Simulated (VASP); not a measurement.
# Fe (Im-3m) in VASP: single point with PBE

Aim: the single point of Fe with PBE.

Everything below comes from runs of VASP 6.6.1. Logs are shortened: lines on timing, memory, paths and dates and some standing lists are left out, and cuts for length are marked.

## 1. The cell of the first run

The structure is cubic, space group Im-3m (No. 229). Conventional cell: a = 2.891 Å, b = 2.891 Å, c = 2.891 Å, α = 90.00°, β = 90.00°, γ = 90.00°. Fe (site symmetry m-3m) has 14 Fe at 2.50 to 2.89 Å within 3.3 Å.

## 2. Single point, PBE, collinear spin, ferromagnetic start

Input file INCAR:

```
SYSTEM = Fe
ALGO = Normal
EDIFF = 1E-6
ENCUT = 520
GGA = PE
ISIF = 2
ISMEAR = -1
ISPIN = 2
ISYM = 0
LASPH = .True.
LCHARG = .False.
LMAXMIX = 4
LORBIT = 11
LREAL = .False.
LWAVE = .False.
MAGMOM = 4 4
NBANDS = 19
NELM = 150
PREC = Accurate
SIGMA = 0.05
```

Input file KPOINTS:

```
k-points
0
Gamma
  15 8 15
  0 0 0
```

Input file POSCAR:

```
Fe
1.0
   -1.4455000000      1.4455000000      1.4455000000
    2.8910000000     -2.8910000000      2.8910000000
    1.4455000000      1.4455000000     -1.4455000000
Fe
2
Direct
    0.0000000000      0.0000000000      0.0000000000
    0.0000000000      0.5000000000      0.0000000000
```

Potentials or basis: VASP PAW PBE potentials, release 64 (Fe).

The run is started by

```
cat potpaw_PBE.64/Fe/POTCAR > POTCAR
mpirun -np 1 vasp_std > vasp.out
```

OUTCAR:

```text
SYSTEM = Fe
   EDIFF = 1E-6
   ENCUT = 520
   GGA = PE
   ISIF = 2
   ISMEAR = -1
   ISPIN = 2
   ISYM = 0
   LASPH = .True.
   LORBIT = 11
   LREAL = .False.
   NELM = 150
   PREC = Accurate

 ion  position               nearest neighbor table
   1  0.000  0.000  0.000-   2 2.50   2 2.50   2 2.50   2 2.50   2 2.89   2 2.89   2 2.89   2 2.89

   2  0.000  0.500  0.000-   1 2.50   1 2.50   1 2.50   1 2.50   1 2.89   1 2.89   1 2.89   1 2.89

IMPORTANT INFORMATION: All symmetrisations will be switched off!
NOSYMM: (Re-)initialisation of all symmetry stuff for point group C_1.

----------------------------------------------------------------------------------------

                                     Primitive cell

  volume of cell :      24.1626

  direct lattice vectors                    reciprocal lattice vectors
    -1.445500000  1.445500000  1.445500000     0.000000000  0.345901072  0.345901072
     2.891000000 -2.891000000  2.891000000     0.172950536  0.000000000  0.172950536
     1.445500000  1.445500000 -1.445500000     0.345901072  0.345901072  0.000000000

  length of vectors
     2.503679442  5.007358885  2.503679442     0.489177988  0.244588994  0.489177988

  position of ions in fractional coordinates (direct lattice)
     0.000000000  0.000000000  0.000000000
     0.000000000  0.500000000  0.000000000

  ion indices of the primitive-cell ions
   primitive index   ion index
                 1           1
                 2           2

----------------------------------------------------------------------------------------

 KPOINTS: k-points

Automatic generation of k-mesh.
 Grid dimensions read from file:
 generate k-points for:   15    8   15

 Generating k-lattice:

  Cartesian coordinates                     Fractional coordinates (reciprocal lattice)
     0.000000000  0.023060071  0.023060071     0.066666667  0.000000000  0.000000000
     0.021618817  0.000000000  0.021618817     0.000000000  0.125000000  0.000000000
     0.023060071  0.023060071  0.000000000     0.000000000  0.000000000  0.066666667

  Length of vectors
     0.032611866  0.030573624  0.032611866

  Shift w.r.t. Gamma in fractional coordinates (k-lattice)
     0.000000000  0.000000000  0.000000000

 -----------------------------------------------------------------------------
|                                                                             |
|           W    W    AA    RRRRR   N    N  II  N    N   GGGG   !!!           |
|           W    W   A  A   R    R  NN   N  II  NN   N  G    G  !!!           |
|           W    W  A    A  R    R  N N  N  II  N N  N  G       !!!           |
|           W WW W  AAAAAA  RRRRR   N  N N  II  N  N N  G  GGG   !            |
|           WW  WW  A    A  R   R   N   NN  II  N   NN  G    G                |
|           W    W  A    A  R    R  N    N  II  N    N   GGGG   !!!           |
|                                                                             |
|     Your reciprocal lattice and k-lattice belong to different lattice       |
|     classes:                                                                |
|                                                                             |
|        The reciprocal lattice is base centered orthorhombic,                |
|        whereas your k-lattice is base-centered monoclinic.                  |
|                                                                             |
|     Results are often still useful ...                                      |
|                                                                             |
 -----------------------------------------------------------------------------

 WARNING: IBZKPT: internal override: KBLOWUP is changed to .FALSE.
      ... skipping the blow-up phase ...

 Subroutine IBZKPT returns following result:
 ===========================================

 Found    901 irreducible k-points:

 Following reciprocal coordinates:
            Coordinates               Weight
  0.000000  0.000000  0.000000      1.000000
  0.066667  0.000000  0.000000      2.000000
  0.133333  0.000000  0.000000      2.000000
  0.200000  0.000000  0.000000      2.000000
  0.266667  0.000000  0.000000      2.000000
  0.333333  0.000000  0.000000      2.000000
[... 16 lines left out ...]
 -0.066667  0.125000  0.000000      2.000000
  0.000000  0.250000  0.000000      2.000000
 [... further k-points ...]
   k-points           NKPTS =    901   k-points in BZ     NKDIM =    901   number of bands    NBANDS=     19
   number of dos      NEDOS =    301   number of ions     NIONS =      2
   total plane-waves  NPLWV =  16000
   dimension x,y,z NGX =    20 NGY =   40 NGZ =   20
   dimension x,y,z NGXF=    40 NGYF=   80 NGZF=   40
   ions per type =               2
   NGX,Y,Z   is equivalent  to a cutoff of  13.28, 13.28, 13.28 a.u.
   NGXF,Y,Z  is equivalent  to a cutoff of  26.56, 26.56, 26.56 a.u.
 SYSTEM =  Fe
   PREC   = accura    normal or accurate (medium, high low for compatibility)
   ISTART =      0    job   : 0-new  1-cont  2-samecut
   ICHARG =      2    charge: 1-file 2-atom 10-const
   ISPIN  =      2    spin polarized calculation?
   LNONCOLLINEAR =      F non collinear calculations
   LSORBIT =      F    spin-orbit coupling
   LASPH  =      T    aspherical Exc in radial PAW
   ENCUT  =  520.0 eV  38.22 Ry    6.18 a.u.   4.66  9.31  4.66*2*pi/ulx,y,z
   NELM   =    150;   NELMIN=  2; NELMDL= -5     # of ELM steps
   EDIFF  = 0.1E-05   stopping-criterion for ELM
   LREAL  =      F    real-space projection
   EDIFFG = 0.1E-04   stopping-criterion for IOM
   NSW    =      0    number of steps for IOM
   IBRION =     -1    ionic relax: 0-MD 1-quasi-New 2-CG
   NFREE  =      0    steps in history (QN), initial steepest desc. (CG)
   ISIF   =      2    stress and relaxation
   ISYM   =      0    0-nonsym 1-usesym 2-fastsym
   POTIM  = 0.5000    time-step for ionic-motion
   TEBEG  =    0.0;   TEEND  =   0.0 temperature during run
   PSTRESS=    0.0 pullay stress
   NELECT =      16.0000    total number of electrons
   NUPDOWN=      -1.0000    fix difference up-down
   EMIN   =  10.00;   EMAX   =-10.00  energy-range for DOS
   EFERMI =   0.00;   METHOD = LEGACY
   ISMEAR =    -1;   SIGMA  =   0.05  broadening in eV -4-tet -1-fermi 0-gaus
   EFERMI_NEDOS =   21; number of points for ismear=-14 and -15
   IALGO  =     38    algorithm
   IMIX   =      4    mixing-type and parameters
     AMIX     =   0.40;   BMIX     =  1.00
     AMIX_MAG =   1.60;   BMIX_MAG =  1.00
  volume/ion in A,a.u.               =      12.08        81.53
  Fermi-wavevector in a.u.,A,eV,Ry     =   1.426921  2.696491 27.702888  2.036105
  Thomas-Fermi vector in A             =   2.547147
   LORBIT       =     11    0 simple, 1 ext, 2 COOP (PROOUT), +10 PAW based schemes
   GGA     = PE    functional components
   LHFCALC =     F    Hartree Fock is set to
   AEXX    =    0.0000 exact exchange contribution
   IVDW    =     0    specifies the selected vdW correction
   LEPSILON=     F    determine dielectric tensor
   LRPA    =     F    only Hartree local field effects (RPA)
 spin polarized calculation
  energy-cutoff  :      520.00
  volume of cell :       24.16
 maximum number of plane-waves:       672
   NGX =  9   NGY = 19   NGZ =  9

 number of electron      15.9999989 magnetization       4.5803186

 Free energy of the ion-electron system (eV)
  ---------------------------------------------------
  ext. energy  EPLUGINS =         0.00000000
  ---------------------------------------------------
  free energy    TOTEN  =       -16.44415734 eV

  energy without entropy =      -16.42672844  energy(sigma->0) =      -16.43544289

 E-fermi :   5.1787     XC(G=0): -12.7696

 val. band max:        5.1785077708   @ k =   0.4000   0.0000   0.0000
 cond. band min:       5.1787696924   @ k =   0.1333   0.2500   0.1333
 fundamental gap:      0.0002619216
 Fermi energy:         5.1786978661

 spin component 1

 k-point     1 :       0.0000    0.0000    0.0000
  band No.  band energies     occupation
      1      -2.8610      1.00000
      2       0.6032      1.00000
      3       2.0311      1.00000
      4       3.0042      1.00000
      5       3.0081      1.00000
      6       3.0114      1.00000
[... 11 lines left out ...]
     18      29.6348      0.00000
     19      29.6361      0.00000

 k-point     2 :       0.0667    0.0000    0.0000
  band No.  band energies     occupation
      1      -2.6855      1.00000
      2       0.6866      1.00000
      3       2.0578      1.00000
      4       2.9632      1.00000
      5       3.0046      1.00000
      6       3.0978      1.00000
[... 476 lines left out ...]
 k-point    24 :       0.0000    0.2500    0.0000
  band No.  band energies     occupation
      1      -2.2549      1.00000
      2       0.4942      1.00000
      3       2.1669      1.00000
      4       2.8594      1.00000
      5       2.9831      1.00000
      6       3.3147      1.00000
[... 11 lines left out ...]
     18      28.4870      0.00000
     19      29.1444      0.00000

 [... further k-points ...]

 spin component 2

 k-point     1 :       0.0000    0.0000    0.0000
  band No.  band energies     occupation
      1      -2.7091      1.00000
      2       1.9338      1.00000
      3       3.8393      1.00000
      4       5.0247      0.95602
      5       5.0274      0.95370
      6       5.0334      0.94809
[... 11 lines left out ...]
     18      29.3461      0.00000
     19      29.3467      0.00000

 k-point     2 :       0.0667    0.0000    0.0000
  band No.  band energies     occupation
      1      -2.5328      1.00000
      2       2.0005      1.00000
      3       3.8611      1.00000
      4       4.9743      0.98349
      5       5.0185      0.96100
      6       5.1261      0.74111
[... 476 lines left out ...]
 k-point    24 :       0.0000    0.2500    0.0000
  band No.  band energies     occupation
      1      -2.0983      1.00000
      2       1.3831      1.00000
      3       4.0009      1.00000
      4       4.8380      0.99890
      5       4.9139      0.99501
      6       4.9780      0.98225
[... 11 lines left out ...]
     18      28.4075      0.00000
     19      29.0791      0.00000

 [... further k-points ...]
[... 5 lines left out ...]
  --------------------------------------------------------------------------------------
  -------------------------------------------------------------------------------------
  Total       -1.5208122     -1.5196230     -1.5210879     -0.0121453     -0.0121453      0.0285093
  in kB     -100.8421055   -100.7632521   -100.8603863     -0.8053293     -0.8053318      1.8903931
  external PRESSURE =    -100.8219147 kB  Pullay stress =       0.0000000 kB

 VOLUME and BASIS-vectors are now :
 -----------------------------------------------------------------------------
  energy-cutoff  :      520.00
  volume of cell :       24.16
      direct lattice vectors                 reciprocal lattice vectors
    -1.445500000  1.445500000  1.445500000     0.000000000  0.345901072  0.345901072
     2.891000000 -2.891000000  2.891000000     0.172950536  0.000000000  0.172950536
     1.445500000  1.445500000 -1.445500000     0.345901072  0.345901072  0.000000000

 POSITION                                       TOTAL-FORCE (eV/Angst)
 -----------------------------------------------------------------------------------
      0.00000      0.00000      0.00000         0.000000      0.000000      0.000000
      1.44550     -1.44550      1.44550        -0.000000     -0.000000     -0.000000
 -----------------------------------------------------------------------------------
    total drift:                               -0.000000     -0.000000      0.000000

  FREE ENERGIE OF THE ION-ELECTRON SYSTEM (eV)
  ---------------------------------------------------
  free  energy   TOTEN  =       -16.4441573395 eV

  energy  without entropy=      -16.4267284378  energy(sigma->0) =      -16.43544289

 total charge

# of ion       s       p       d       tot
------------------------------------------
    1        0.462   0.487   6.200   7.148
    2        0.462   0.487   6.200   7.148
--------------------------------------------------
tot          0.923   0.973  12.400  14.297

 magnetization (x)

# of ion       s       p       d       tot
------------------------------------------
    1       -0.014  -0.055   2.368   2.299
    2       -0.014  -0.055   2.368   2.299
--------------------------------------------------
tot         -0.028  -0.110   4.736   4.599
```

It took 18 min on 1 thread of Oxide Virtual Turin-like, shared host; peak memory 0.59 GiB.

What came out:

```
Free energy                                           : -16.4442 eV
Pressure                                              : -10.1 GPa
Net moment                                            : 4.58 μB per cell
Site moments                                          : Fe +2.30 μB
Valence electrons inside the program's atomic spheres : Fe 7.15
```

Levels at points of the mesh, in eV from the Fermi level:
Spin up:
| k point | band 7 | band 8 | band 9 | band 10 | band 11 | band 12 | band 13 | band 14 |
| --- | --- | --- | --- | --- | --- | --- | --- | --- |
| (0.00, 0.00, 0.00) | -1.07 | -1.07 | -1.01 | -0.90 | 0.27 | 0.58 | 6.84 | 17.88 |
| (0.00, 0.50, 0.00) | -1.21 | -1.21 | -1.06 | -1.06 | -1.01 | -1.01 | 15.18 | 15.18 |
Spin down:
```
           k point  band 2  band 3  band 4  band 5  band 6  band 7  band 8  band 9  band 10  band 11
(0.00, 0.00, 0.00)   -3.24   -1.34   -0.15   -0.15   -0.15    0.66    1.62    1.76     1.76     1.99
(0.00, 0.50, 0.00)   -5.62   -0.77   -0.77   -0.45   -0.45    1.09    1.09    1.44     1.44     1.84
```

Caveat: the cell stands under tension.
